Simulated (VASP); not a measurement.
# SiBi (P6_3mc) in VASP: single point with PBE

Aim: the single point of SiBi with PBE.

Program: VASP 6.6.1. These are calculated values, not measurements. Logs are shortened: lines on timing, memory, paths and dates and some standing lists are left out, and cuts for length are marked.

### Step 1. The cell of the first run

It takes space group P6_3mc (No. 186, hexagonal). Conventional cell: a = 3.988 Å, b = 3.988 Å, c = 6.545 Å, α = 90.00°, β = 90.00°, γ = 120.00°. Si (site symmetry 3m) has 4 Bi at 2.44 to 2.45 Å within 3.2 Å. Bi (site symmetry 3m) has 4 Si at 2.44 to 2.45 Å within 3.2 Å.

### Step 2. Single point, PBE

The input, INCAR:

```
PREC     = Accurate       # precision mode
ENCUT    = 520            # plane-wave cutoff, eV
EDIFF    = 1E-7           # SCF threshold, eV
ISMEAR   = -1             # smearing method
SIGMA    = 0.1            # smearing width, eV
LREAL    = F              # projectors in reciprocal space
LASPH    = T              # aspherical terms in the spheres
NELM     = 80             # most SCF steps
ALGO     = Normal         # electronic algorithm
ISIF     = 2              # what is computed and relaxed
LWAVE    = F              # write WAVECAR
LCHARG   = F              # write CHGCAR
GGA      = PE             # functional
NBANDS   = 27             # bands
```

The input, KPOINTS:

```
Automatic mesh
0
Gamma
  10 10 5
```

The input, POSCAR:

```
SiBi
1.0
    1.9940380000      3.4537700000      0.0000000000
   -1.9940380000      3.4537700000      0.0000000000
    0.0000000000      0.0000000000      6.5448010000
Si Bi
2 2
Direct
    0.6666700000      0.6666600000      0.0000000000
    0.3333400000      0.3333300000      0.5000000000
    0.6666700000      0.6666600000      0.3750000000
    0.3333400000      0.3333300000      0.8750000000
```

Potentials or basis: VASP PAW PBE potentials, release 64 (Si, Bi_d).

Command:

```
$ cat potpaw_PBE.64/Si/POTCAR potpaw_PBE.64/Bi_d/POTCAR > POTCAR
$ mpirun -np 1 vasp_std > vasp.out
```

OUTCAR:

```text
PREC = Accurate
   ENCUT = 520
   EDIFF = 1E-7
   ISMEAR = -1
   LREAL = F
   LASPH = T
   NELM = 80
   ISIF = 2
   GGA = PE

 ion  position               nearest neighbor table
   1  0.667  0.667  0.000-   4 2.44   4 2.44   4 2.44   3 2.45
   2  0.333  0.333  0.500-   3 2.44   3 2.44   3 2.44   4 2.45
   3  0.667  0.667  0.375-   2 2.44   2 2.44   2 2.44   1 2.45
   4  0.333  0.333  0.875-   1 2.44   1 2.44   1 2.44   2 2.45

  LATTYP: Found a hexagonal cell.
 ALAT       =     3.9880715588
 C/A-ratio  =     1.6410941738

  Lattice vectors:

 A1 = (   1.9940380000,  -3.4537700000,   0.0000000000)
 A2 = (   1.9940380000,   3.4537700000,   0.0000000000)
 A3 = (   0.0000000000,   0.0000000000,   6.5448010000)

Analysis of symmetry for initial positions (statically):
=====================================================================
 Subroutine PRICEL returns:
 Original cell was already a primitive cell.

 Routine SETGRP: Setting up the symmetry group for a
 hexagonal supercell.

 Subroutine GETGRP returns: Found  4 space group operations
 (whereof  1 operations were pure point group operations)
 out of a pool of 24 trial point group operations.

The static configuration has the point symmetry C_1 .
 The point group associated with its full space group is C_2v.

Analysis of symmetry for dynamics (positions and initial velocities):
=====================================================================
 Subroutine PRICEL returns:
 Original cell was already a primitive cell.

 Routine SETGRP: Setting up the symmetry group for a
 hexagonal supercell.

 Subroutine GETGRP returns: Found  4 space group operations
 (whereof  1 operations were pure point group operations)
 out of a pool of 24 trial point group operations.

The dynamic configuration has the point symmetry C_1 .
 The point group associated with its full space group is C_2v.

 Subroutine INISYM returns: Found  4 space group operations
 (whereof  1 operations are pure point group operations),
 and found     1 'primitive' translations

----------------------------------------------------------------------------------------

                                     Primitive cell

  volume of cell :      90.1474

  direct lattice vectors                    reciprocal lattice vectors
     1.994038000  3.453770000  0.000000000     0.250747478  0.144769339  0.000000000
    -1.994038000  3.453770000  0.000000000    -0.250747478  0.144769339  0.000000000
     0.000000000  0.000000000  6.544801000     0.000000000  0.000000000  0.152793034

  length of vectors
     3.988071559  3.988071559  6.544801000     0.289538356  0.289538356  0.152793034

  position of ions in fractional coordinates (direct lattice)
     0.666670000  0.666660000  0.000000000
     0.333340000  0.333330000  0.500000000
     0.666670000  0.666660000  0.375000000
     0.333340000  0.333330000  0.875000000

  ion indices of the primitive-cell ions
   primitive index   ion index
                 1           1
                 2           2
                 3           3
                 4           4

----------------------------------------------------------------------------------------

 KPOINTS: Automatic mesh

Automatic generation of k-mesh.
 Grid dimensions read from file:
 generate k-points for:   10   10    5

 Generating k-lattice:

  Cartesian coordinates                     Fractional coordinates (reciprocal lattice)
     0.025074748  0.014476934  0.000000000     0.100000000  0.000000000  0.000000000
    -0.025074748  0.014476934  0.000000000     0.000000000  0.100000000  0.000000000
     0.000000000  0.000000000  0.030558607     0.000000000  0.000000000  0.200000000

  Length of vectors
     0.028953836  0.028953836  0.030558607

  Shift w.r.t. Gamma in fractional coordinates (k-lattice)
     0.000000000  0.000000000  0.000000000

 Subroutine IBZKPT returns following result:
 ===========================================

 Found     93 irreducible k-points:

 Following reciprocal coordinates:
            Coordinates               Weight
  0.000000  0.000000  0.000000      1.000000
  0.100000 -0.000000  0.000000      4.000000
  0.100000  0.100000  0.000000      2.000000
  0.200000 -0.000000  0.000000      4.000000
  0.200000  0.200000  0.000000      2.000000
  0.300000  0.000000  0.000000      4.000000
[... 16 lines left out ...]
  0.400000  0.200000  0.000000      4.000000
 -0.200000  0.200000  0.000000      2.000000
 [... further k-points ...]
   k-points           NKPTS =     93   k-points in BZ     NKDIM =     93   number of bands    NBANDS=     27
   number of dos      NEDOS =    301   number of ions     NIONS =      4
   total plane-waves  NPLWV =  45000
   dimension x,y,z NGX =    30 NGY =   30 NGZ =   50
   dimension x,y,z NGXF=    60 NGYF=   60 NGZF=  100
   ions per type =               2   2
   NGX,Y,Z   is equivalent  to a cutoff of  12.51, 12.51, 12.70 a.u.
   NGXF,Y,Z  is equivalent  to a cutoff of  25.01, 25.01, 25.40 a.u.
 SYSTEM =  unknown system
   PREC   = accura    normal or accurate (medium, high low for compatibility)
   ISTART =      0    job   : 0-new  1-cont  2-samecut
   ICHARG =      2    charge: 1-file 2-atom 10-const
   ISPIN  =      1    spin polarized calculation?
   LNONCOLLINEAR =      F non collinear calculations
   LSORBIT =      F    spin-orbit coupling
   LASPH  =      T    aspherical Exc in radial PAW
   ENCUT  =  520.0 eV  38.22 Ry    6.18 a.u.   7.42  7.42 12.17*2*pi/ulx,y,z
   NELM   =     80;   NELMIN=  2; NELMDL= -5     # of ELM steps
   EDIFF  = 0.1E-06   stopping-criterion for ELM
   LREAL  =      F    real-space projection
   EDIFFG = 0.1E-05   stopping-criterion for IOM
   NSW    =      0    number of steps for IOM
   IBRION =     -1    ionic relax: 0-MD 1-quasi-New 2-CG
   NFREE  =      0    steps in history (QN), initial steepest desc. (CG)
   ISIF   =      2    stress and relaxation
   ISYM   =      2    0-nonsym 1-usesym 2-fastsym
   POTIM  = 0.5000    time-step for ionic-motion
   TEBEG  =    0.0;   TEEND  =   0.0 temperature during run
   PSTRESS=    0.0 pullay stress
   NELECT =      38.0000    total number of electrons
   NUPDOWN=      -1.0000    fix difference up-down
   EMIN   =  10.00;   EMAX   =-10.00  energy-range for DOS
   EFERMI =   0.00;   METHOD = LEGACY
   ISMEAR =    -1;   SIGMA  =   0.10  broadening in eV -4-tet -1-fermi 0-gaus
   EFERMI_NEDOS =   21; number of points for ismear=-14 and -15
   IALGO  =     38    algorithm
   IMIX   =      4    mixing-type and parameters
     AMIX     =   0.40;   BMIX     =  1.00
     AMIX_MAG =   1.60;   BMIX_MAG =  1.00
  volume/ion in A,a.u.               =      22.54       152.09
  Fermi-wavevector in a.u.,A,eV,Ry     =   1.227491  2.319621 20.500358  1.506734
  Thomas-Fermi vector in A             =   2.362452
   LORBIT       =      0    0 simple, 1 ext, 2 COOP (PROOUT), +10 PAW based schemes
   GGA     = PE    functional components
   LHFCALC =     F    Hartree Fock is set to
   AEXX    =    0.0000 exact exchange contribution
   IVDW    =     0    specifies the selected vdW correction
   LEPSILON=     F    determine dielectric tensor
   LRPA    =     F    only Hartree local field effects (RPA)
 non-spin polarized calculation
  energy-cutoff  :      520.00
  volume of cell :       90.15
 maximum number of plane-waves:      2448
 NGX is ok and might be reduce to    30
   NGX = 15   NGY = 15   NGZ = 25

 number of electron      37.9999991 magnetization

 Free energy of the ion-electron system (eV)
  ---------------------------------------------------
  ext. energy  EPLUGINS =         0.00000000
  ---------------------------------------------------
  free energy    TOTEN  =       -12.88274279 eV

  energy without entropy =      -12.81048212  energy(sigma->0) =      -12.84661245

 E-fermi :   9.5657     XC(G=0): -10.3490

 val. band max:        9.5344060662   @ k =   0.4000   0.5000   0.2000
 cond. band min:       9.5672521986   @ k =   0.3000   0.0000   0.2000
 fundamental gap:      0.0328461324
 Fermi energy:         9.5657405817

 k-point     1 :       0.0000    0.0000    0.0000
  band No.  band energies     occupation
      1     -14.5334      2.00000
      2     -14.5286      2.00000
      3     -14.5173      2.00000
      4     -14.5173      2.00000
      5     -14.5033      2.00000
      6     -14.5033      2.00000
[... 19 lines left out ...]
     26      13.6246      0.00000
     27      14.7847      0.00000

 k-point     2 :       0.1000   -0.0000    0.0000
  band No.  band energies     occupation
      1     -14.5350      2.00000
      2     -14.5261      2.00000
      3     -14.5180      2.00000
      4     -14.5138      2.00000
      5     -14.5001      2.00000
      6     -14.4990      2.00000
[... 19 lines left out ...]
     26      13.9471      0.00000
     27      14.3437      0.00000

 k-point     3 :       0.1000    0.1000    0.0000
  band No.  band energies     occupation
      1     -14.5350      2.00000
      2     -14.5262      2.00000
      3     -14.5180      2.00000
      4     -14.5138      2.00000
      5     -14.5001      2.00000
      6     -14.4990      2.00000
[... 19 lines left out ...]
     26      13.9471      0.00000
     27      14.3437      0.00000

 k-point     4 :       0.2000   -0.0000    0.0000
  band No.  band energies     occupation
      1     -14.5415      2.00000
      2     -14.5236      2.00000
      3     -14.5158      2.00000
      4     -14.5056      2.00000
      5     -14.4906      2.00000
      6     -14.4883      2.00000
[... 19 lines left out ...]
     26      13.9149      0.00000
     27      14.5643      0.00000

 k-point     5 :       0.2000    0.2000    0.0000
  band No.  band energies     occupation
      1     -14.5415      2.00000
      2     -14.5236      2.00000
      3     -14.5158      2.00000
      4     -14.5056      2.00000
      5     -14.4907      2.00000
      6     -14.4883      2.00000
[... 19 lines left out ...]
     26      13.9148      0.00000
     27      14.5642      0.00000

 k-point     6 :       0.3000    0.0000    0.0000
  band No.  band energies     occupation
      1     -14.5505      2.00000
      2     -14.5271      2.00000
      3     -14.5074      2.00000
      4     -14.4975      2.00000
      5     -14.4779      2.00000
      6     -14.4757      2.00000
[... 444 lines left out ...]
      1     -14.5553      2.00000
      2     -14.5309      2.00000
      3     -14.4985      2.00000
      4     -14.4915      2.00000
      5     -14.4661      2.00000
      6     -14.4656      2.00000
[... 19 lines left out ...]
     26      15.5590      0.00000
     27      16.3553      0.00000

 k-point    22 :      -0.1000    0.4000    0.0000
  band No.  band energies     occupation
      1     -14.5554      2.00000
      2     -14.5309      2.00000
      3     -14.4985      2.00000
      4     -14.4915      2.00000
      5     -14.4661      2.00000
      6     -14.4657      2.00000
[... 19 lines left out ...]
     26      15.5590      0.00000
     27      16.3552      0.00000

 k-point    23 :       0.4000    0.2000    0.0000
  band No.  band energies     occupation
      1     -14.5424      2.00000
      2     -14.5303      2.00000
      3     -14.5018      2.00000
      4     -14.5000      2.00000
      5     -14.4750      2.00000
      6     -14.4737      2.00000
[... 19 lines left out ...]
     26      15.0186      0.00000
     27      15.7080      0.00000

 k-point    24 :      -0.2000    0.2000    0.0000
  band No.  band energies     occupation
      1     -14.5424      2.00000
      2     -14.5303      2.00000
      3     -14.5018      2.00000
      4     -14.5000      2.00000
      5     -14.4750      2.00000
      6     -14.4737      2.00000
[... 19 lines left out ...]
     26      15.0187      0.00000
     27      15.7080      0.00000

 [... further k-points ...]
[... 5 lines left out ...]
  --------------------------------------------------------------------------------------
  -------------------------------------------------------------------------------------
  Total       20.8159542     20.8178341     18.4346950      0.0000000      0.0000000      0.0000000
  in kB      369.9590207    369.9924328    327.6372366      0.0000000      0.0000000      0.0000000
  external PRESSURE =     355.8628967 kB  Pullay stress =       0.0000000 kB

 VOLUME and BASIS-vectors are now :
 -----------------------------------------------------------------------------
  energy-cutoff  :      520.00
  volume of cell :       90.15
      direct lattice vectors                 reciprocal lattice vectors
     1.994038000  3.453770000  0.000000000     0.250747478  0.144769339  0.000000000
    -1.994038000  3.453770000  0.000000000    -0.250747478  0.144769339  0.000000000
     0.000000000  0.000000000  6.544801000     0.000000000  0.000000000  0.152793034

 POSITION                                       TOTAL-FORCE (eV/Angst)
 -----------------------------------------------------------------------------------
      0.00002      4.60502      0.00000         0.000000      0.000342      0.204191
      0.00002      2.30252      3.27240         0.000000     -0.000342      0.204191
      0.00002      4.60502      2.45430         0.000000      0.000349     -0.204191
      0.00002      2.30252      5.72670         0.000000     -0.000349     -0.204191
 -----------------------------------------------------------------------------------
    total drift:                                0.000000     -0.000000      0.000416

  FREE ENERGIE OF THE ION-ELECTRON SYSTEM (eV)
  ---------------------------------------------------
  free  energy   TOTEN  =       -12.8827427864 eV

  energy  without entropy=      -12.8104821201  energy(sigma->0) =      -12.84661245
```

It took 2.7 min on 1 thread of Intel Xeon Platinum 8375C at 2.90GHz (Ice Lake), shared host; peak memory 0.33 GiB.

Results:

```yaml
Free_energy: -12.8827 eV
Pressure: 35.6 GPa
Largest_force: 0.204 eV/Å
Band_gap_on_the_k_mesh: zero (band 19 reaches 10.15 eV, above the bottom of band 20 at 8.47 eV)
```

Forces on the atoms (eV/Å):
```
Si   0.000  0.000  0.204
Si   0.000  0.000  0.204
Bi   0.000  0.000 -0.204
Bi   0.000  0.000 -0.204
```

Caveat: spin-orbit coupling is left out, which moves the levels of the heavy elements.
